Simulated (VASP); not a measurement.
Set up this calculation in VASP 6.6.1, as the native input.

- Task: relaxation of cell and atoms
- Functional: PBE
- Potentials or basis: VASP PAW PBE potentials, release 64 (W_sv)
- Cutoff: 600 eV
- k mesh: 18 × 18 × 18
- Occupations: fermi-dirac, width 0.05 eV
- Spin: no spin polarisation
- Dipole correction: no
- Further INCAR settings: ALGO = Normal; EDIFF = 1e-07; IBRION = 2; EDIFFG = -0.005; NSW = 45; ISIF = 3

The structure of W lies in POSCAR:

```
W
1.0
   -1.5918097860      1.5918097860      1.5918097860
    1.5918097860     -1.5918097860      1.5918097860
    1.5918097860      1.5918097860     -1.5918097860
W
1
Direct
    0.0000000000      0.0000000000      0.0000000000
```

These files were run (other wordings do the same):

INCAR

```
  PREC = Accurate
  ENCUT = 600
  EDIFF = 1E-7
  ISMEAR = -1
  SIGMA = 0.05
  LREAL = False
  LASPH = True
  NELM = 100
  ALGO = Normal
  ISIF = 3
  LWAVE = False
  LCHARG = False
  GGA = PE
  IBRION = 2
  NSW = 45
  EDIFFG = -0.005
```

KPOINTS

```
Automatic mesh
0
Gamma
  18 18 18
```

Potentials or basis: VASP PAW PBE potentials, release 64 (W_sv).

Launch:

```sh
$ cat potpaw_PBE.64/W_sv/POTCAR > POTCAR
$ mpirun -np 1 vasp_std > vasp.out
```

It gave:

```yaml
Relaxed_volume: 16.16 Å³/atom
Relaxed_cell: a = 2.759 Å, b = 2.759 Å, c = 2.759 Å, α = 109.47°, β = 109.47°, γ = 109.47°
Space_group_after_relaxing_to_0.1_Å: Im-3m (No. 229)
Energy_gained_by_relaxing: 0.0 meV/atom
Ionic_steps: 3
Pressure_after_relaxing: 0.0 GPa
Band_gap_on_the_k_mesh: zero (bands 7 and 8 overlap by 6.22 eV)
```

Caveat: spin-orbit coupling is left out, which moves the levels of the heavy elements.

Wall time 55 s on 1 thread of Intel Xeon 8259CL, on a shared host, peak memory 0.18 GiB.
